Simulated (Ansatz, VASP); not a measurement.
## One calculation of NaCl, two programs

```
CELL_PARAMETERS angstrom
0.00000 2.83045 2.83045
2.83045 0.00000 2.83045
2.83045 2.83045 0.00000
ATOMIC_POSITIONS crystal
Na 0.00000 0.00000 0.00000
Cl 0.50000 0.50000 0.50000
```

Alike in both runs: task single point; functional r2SCAN; k mesh 6 × 6 × 6; no spin polarisation.

|  | VASP | Ansatz |
| --- | --- | --- |
| version | VASP 6.6.1 | Ansatz 0.2.0 |
| potentials or method | VASP PAW PBE potentials, release 64 (Na_pv, Cl) | plane waves, PAW |
| plane-wave cutoff (eV) | 520 | 500 |
| occupations | gaussian, width 0.01 eV | fixed |
| valence electrons in the cell | 14 | 16 |

Ansatz gave:

- gap on the k mesh at the Fermi level (eV): 5.85
- pressure (GPa): -0.7

Q: What did VASP give for the same quantities?

A: gap on the k mesh at the Fermi level (eV): 5.88; pressure (GPa): -1.0.

VASP's potentials were made for PBE, not for r2SCAN. VASP's potentials hold 14 valence electrons a cell and Ansatz's 16, so a difference there can come from the potentials and not from the codes.
